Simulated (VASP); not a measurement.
Set up this calculation in VASP 6.6.1, as the native input.

```yaml
Task: single point
Functional: PBE
Potentials_or_basis: VASP PAW PBE potentials, release 64 (Ba_sv, Te)
Cutoff: 520 eV
k_mesh: 3 × 3 × 1
Occupations: gaussian, width 0.1 eV
Spin: no spin polarisation
Dipole_correction: no
Further_INCAR_settings: ALGO = Normal; EDIFF = 1e-06; NBANDS = 42
```

The structure of BaTe lies in POSCAR:

```
BaTe
1.0
    4.9416168089      0.0000000000      0.0000000000
   -2.4708084045      4.2795656923      0.0000000000
    0.0000000000      0.0000000000     16.8018275000
Ba Te
4 4
Direct
    0.6666666667      0.3333333333      0.8771430000
    0.3333333333      0.6666666667      0.1228570000
    0.3333333333      0.6666666667      0.3771430000
    0.6666666667      0.3333333333      0.6228570000
    0.0000000000      0.0000000000      0.0000000000
    0.0000000000      0.0000000000      0.5000000000
    0.6666666667      0.3333333333      0.2500000000
    0.3333333333      0.6666666667      0.7500000000
```

These files were run (other wordings do the same):

INCAR

```
PREC = Accurate
ENCUT = 520
EDIFF = 1E-6
ISMEAR = 0
SIGMA = 0.1
LREAL = False
LASPH = True
NELM = 100
ALGO = Normal
ISIF = 2
LWAVE = False
LCHARG = False
GGA = PE
NBANDS = 42
```

KPOINTS

```
Automatic mesh
0
Gamma
  3 3 1
```

Potentials or basis: VASP PAW PBE potentials, release 64 (Ba_sv, Te).

Run with:

```console
$ cat potpaw_PBE.64/Ba_sv/POTCAR potpaw_PBE.64/Te/POTCAR > POTCAR
$ mpirun -np 1 vasp_std > vasp.out
```

It gave:

```yaml
Pressure: 0.4 GPa
Band_gap_on_the_k_mesh: 1.83 eV (least direct gap 2.18 eV)
```

Caveat: the k points lie up to 0.49 Å⁻¹ apart; spin-orbit coupling is left out, which moves the levels of the heavy elements.

Wall time 46 s on 1 thread of Intel(R) Xeon(R) 6975P-C (Granite Rapids), on a shared host, peak memory 0.45 GiB.
